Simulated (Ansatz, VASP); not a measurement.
# Two plane-wave programs on K

```
CELL_PARAMETERS angstrom
-2.61800 2.69654 2.61800
2.61800 -2.69654 2.61800
2.61800 2.69654 -2.61800
ATOMIC_POSITIONS crystal
K 0.00000 0.00000 0.00000
```

Change from the starting cell: strain +0.0300 x Voigt [0, 1, 0, 0, 0, 0], atoms carried along.

Alike in both runs: task single point; functional LDA; k mesh 14 × 14 × 14; occupations gaussian, width 0.15 eV; no spin polarisation.

|  | VASP | Ansatz |
| --- | --- | --- |
| version | VASP 6.6.1 | Ansatz 0.2.0 |
| potentials or method | VASP PAW LDA potentials, release 64 (K_sv), cutoff 520 eV | scalar-relativistic, plane waves, PAW |
| valence electrons in the cell | 9 | 9 |

```tsv
	VASP	Ansatz	Ansatz less VASP
gap on the k mesh at the Fermi level (eV)	none	none	-
pressure (GPa)	-0.5	-0.5	+0.01
```

LDA's correlation is that of Perdew and Zunger in VASP and of Perdew and Wang (1992) in Ansatz. A gap of «none» marks a metal or a gap that the smearing closes.
